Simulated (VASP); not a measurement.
Input of a VASP 6.6.1 run:

File INCAR:

```
SYSTEM = ZnS
ALGO = Normal
EDIFF = 1E-7
EDIFFG = -0.01
ENCUT = 600
GGA = PE
IBRION = 2
ISIF = 3
ISMEAR = 0
ISYM = 0
IVDW = 13
LASPH = .TRUE.
LCHARG = .FALSE.
LREAL = .FALSE.
LWAVE = .FALSE.
NELM = 60
NSW = 80
PREC = Accurate
SIGMA = 0.01
```

Contents of KPOINTS:

```
Automatic mesh
0
Gamma
  6 6 6
  0.5 0.5 0.5
```

Contents of POSCAR:

```
ZnS
1.0
    0.0000000000      2.7020000000      2.7020000000
    2.7020000000      0.0000000000      2.7020000000
    2.7020000000      2.7020000000      0.0000000000
Zn S
1 1
Direct
    0.2500000000      0.2500000000      0.2500000000
    0.0000000000      0.0000000000      0.0000000000
```

Potentials or basis: VASP PAW PBE potentials, release 64 (Zn, S).

Launch:

```bash
$ cat potpaw_PBE.64/Zn/POTCAR potpaw_PBE.64/S/POTCAR > POTCAR
$ mpirun -np 1 vasp_std > vasp.out
```

Task: Predict the dispersion energy per atom.

Result: -0.310 eV.

Task: Predict the relaxed cell.

Result: a = 3.805 Å, b = 3.805 Å, c = 3.805 Å, α = 60.00°, β = 60.00°, γ = 60.00°.

Task: What does it give for the space group after relaxing (to 0.1 Å)?

Result: F-43m (No. 216).

Step by step:
```csv
step,energy change (eV),largest force (eV/Å),pressure (GPa),volume (Å³)
1,0.0000,0.0000,-0.92,39.45
2,-0.0013,0.0000,0.31,38.81
3,-0.0014,0.0000,0.01,38.96
```
